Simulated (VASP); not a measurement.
Input of a VASP 6.6.1 run:

File INCAR:

```
PREC = Accurate
ENCUT = 600
EDIFF = 1E-6
ISMEAR = 0
SIGMA = 0.1
LREAL = False
LASPH = True
NELM = 100
ALGO = Fast
ISIF = 3
LWAVE = False
LCHARG = False
GGA = CA
IBRION = 2
NSW = 100
EDIFFG = -0.05
```

The input KPOINTS:

```
regular mesh
0
Gamma
  8 8 8
```

File POSCAR:

```
Pt
1.0
    0.0000000000      1.9715751800      1.9715751800
    1.9715751800      0.0000000000      1.9715751800
    1.9715751800      1.9715751800      0.0000000000
Pt
1
Direct
    0.0000000000      0.0000000000      0.0000000000
```

Potentials or basis: VASP PAW LDA potentials, release 64 (Pt).

The run is started by

```sh
$ cat potpaw_LDA.64/Pt/POTCAR > POTCAR
$ mpirun -np 1 vasp_std > vasp.out
```

Q: What does it give for the space group after relaxing (to 0.1 Å)?

A: Fm-3m (No. 225).

Q: Estimate the relaxed volume.

A: 14.77 Å³/atom.

Q: What does it give for the relaxed cell?

A: a = 2.754 Å, b = 2.754 Å, c = 2.754 Å, α = 60.00°, β = 60.00°, γ = 60.00°.

Q: What does it give for the band gap on the k mesh?

A: Zero (bands 5 and 6 overlap by 2.30 eV).

Final structure:
```yaml
crystal:
  lattice:
    - [0.00000, 1.94752, 1.94752]
    - [1.94752, 0.00000, 1.94752]
    - [1.94752, 1.94752, 0.00000]
  atoms:
    - { symbol: Pt, position: [0.00000, 0.00000, 0.00000] }
```

Caveat: spin-orbit coupling is left out, which moves the levels of the heavy elements.
